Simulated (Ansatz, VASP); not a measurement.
## Zn2C3: VASP beside Ansatz

Contents of INCAR:

```
SYSTEM = Zn2C3
PREC = Accurate ; ENCUT = 600
EDIFF = 1E-6 ; ISMEAR = 0
SIGMA = 0.1 ; LREAL = .FALSE.
LASPH = .TRUE. ; NELM = 60
ALGO = Normal ; ISIF = 3
LWAVE = .FALSE. ; LCHARG = .FALSE.
GGA = PE ; IBRION = 2
NSW = 100 ; EDIFFG = -0.01
```

Contents of KPOINTS:

```
Automatic mesh
0
G
  18 18 6
  0 0 0
```

POSCAR

```
Zn2C3
1.0
    2.6806572178      0.0000000000      0.0000000000
   -1.3403286089      2.3215172495      0.0000000000
    0.0000000000      0.0000000000      7.5729151329
Zn C
2 3
Direct
    0.3333333333      0.6666666667      0.1969484006
    0.6666666667      0.3333333333      0.8030515994
    0.0000000000      0.0000000000      0.0000000000
    0.3333333333      0.6666666667      0.4770062977
    0.6666666667      0.3333333333      0.5229937023
```

Input for Ansatz:

```yaml
crystal:
  lattice:
    - [2.6806572178, 0.0, 0.0]
    - [-1.3403286089, 2.3215172495, 0.0]
    - [0.0, 0.0, 7.5729151329]
  atoms:
    - { symbol: Zn, position: [0.3333333333, 0.6666666667, 0.1969484006] }
    - { symbol: Zn, position: [0.6666666667, 0.3333333333, 0.8030515994] }
    - { symbol: C, position: [0.0, 0.0, 0.0] }
    - { symbol: C, position: [0.3333333333, 0.6666666667, 0.4770062977] }
    - { symbol: C, position: [0.6666666667, 0.3333333333, 0.5229937023] }
basis:
  ecutwfc: 420
kpoints:
  mp_grid: { grid: [18, 18, 6] }
hamiltonian:
  xc: pbe
scf:
  occupations: { method: gaussian, width: 0.1 }
output:
  forces: true
  stress: true
  eigenvalues: true
relax:
  adjacent_minimum: "off"
  f_tol: 0.01
  max_steps: 80
  cell: { stress_tol: 0.05 }
```

Alike in both runs: task relaxation of cell and atoms; functional PBE; k mesh 18 × 18 × 6; occupations gaussian, width 0.1 eV; no spin polarisation.

```csv
,VASP,Ansatz
version,VASP 6.6.1,Ansatz 0.2.0
potentials or method,"VASP PAW PBE potentials, release 64 (Zn, C), cutoff 600 eV","scalar-relativistic, plane waves, PAW"
valence electrons in the cell,36,36
```

Ansatz gave:

```
gap on the k mesh at the Fermi level, each at its own relaxed structure (eV) : none
relaxed volume (Å³/atom)                                                     : 9.44
relaxed cell length with the largest relative difference (Å)                 : 7.607
```

Problem. Estimate VASP's values.

Solution. gap on the k mesh at the Fermi level, each at its own relaxed structure (eV): none; relaxed volume (Å³/atom): 9.46; relaxed cell length with the largest relative difference (Å): 7.644.

A gap of «none» marks a metal or a gap that the smearing closes.
